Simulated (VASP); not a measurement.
Write the native input for VASP 6.6.1 that does the following.

```
Task                   : single point
Functional             : r2SCAN
Potentials or basis    : VASP PAW PBE potentials, release 64 (Al, O)
Cutoff                 : 520 eV
k mesh                 : 12 × 12 × 4
Occupations            : gaussian, width 0.05 eV
Spin                   : no spin polarisation
Dipole correction      : no
Further INCAR settings : ALGO = Normal; EDIFF = 1e-06; NBANDS = 20
```

The system is Al2O3.

```xyz
5
Lattice="2.8843 0.0000 0.0000 -1.4422 2.4979 0.0000 0.0000 0.0000 8.5898" Properties=species:S:1:pos:R:3 pbc="T T T"
Al    0.0000    0.0000    1.2884
Al    0.0000    0.0000    7.3014
O     0.0000    1.6653    1.9097
O     1.4422    0.8326    0.0000
O     0.0000    1.6653    6.6802
```

This cell differs from its parent crystal: strain +0.000 along x and y, -0.080 along z.

These files were run (other wordings do the same):

POSCAR

```
Al2O3
1.0
    2.8843249483      0.0000000000      0.0000000000
   -1.4421624742      2.4978986780      0.0000000000
    0.0000000000      0.0000000000      8.5898141032
Al O
2 3
Direct
    0.0000000000      0.0000000000      0.1499923300
    0.0000000000      0.0000000000      0.8500076700
    0.3333333333      0.6666666667      0.2223169200
    0.6666666667      0.3333333333      0.0000000000
    0.3333333333      0.6666666667      0.7776830800
```

INCAR.step1

```
SYSTEM = Al2O3
PREC = Accurate
ENCUT = 520
ISMEAR = 0
SIGMA = 0.05
LREAL = .FALSE.
LASPH = .TRUE.
NELM = 100
NBANDS = 20
GGA = PE
ALGO = Normal
EDIFF = 1E-4
LWAVE = .TRUE.
LCHARG = .FALSE.
```

INCAR.step2

```
SYSTEM = Al2O3
PREC = Accurate
ENCUT = 520
EDIFF = 1E-6
ISMEAR = 0
SIGMA = 0.05
LREAL = .FALSE.
LASPH = .TRUE.
NELM = 100
ALGO = Normal
ISIF = 2
LWAVE = .FALSE.
LCHARG = .FALSE.
METAGGA = R2SCAN
LMIXTAU = .TRUE.
NBANDS = 20
ISTART = 1
```

KPOINTS

```
regular mesh
0
G
  12 12 4
  0 0 0
```

Potentials or basis: VASP PAW PBE potentials, release 64 (Al, O).

Launch:

```bash
$ cat potpaw_PBE.64/Al/POTCAR potpaw_PBE.64/O/POTCAR > POTCAR
$ cp INCAR.step1 INCAR
$ mpirun -np 1 vasp_std > vasp.out
$ cp INCAR.step2 INCAR
$ mpirun -np 1 vasp_std > vasp.out
```

Results of the run:

```json
{
  "Pressure": "4.3 GPa",
  "Largest force": "1.327 eV/Å",
  "Band gap on the k mesh": "5.38 eV (least direct gap 5.65 eV)"
}
```

Caveat: the cell differs from its parent crystal (strain +0.000 along x and y, -0.080 along z); the cell stands under pressure; the PAW data sets were made with another functional, which shifts forces and pressure a little.

It took 3.4 min on 1 thread of AMD EPYC 9R45 96-Core Processor (Zen 5), on a shared host, peak memory 0.19 GiB.
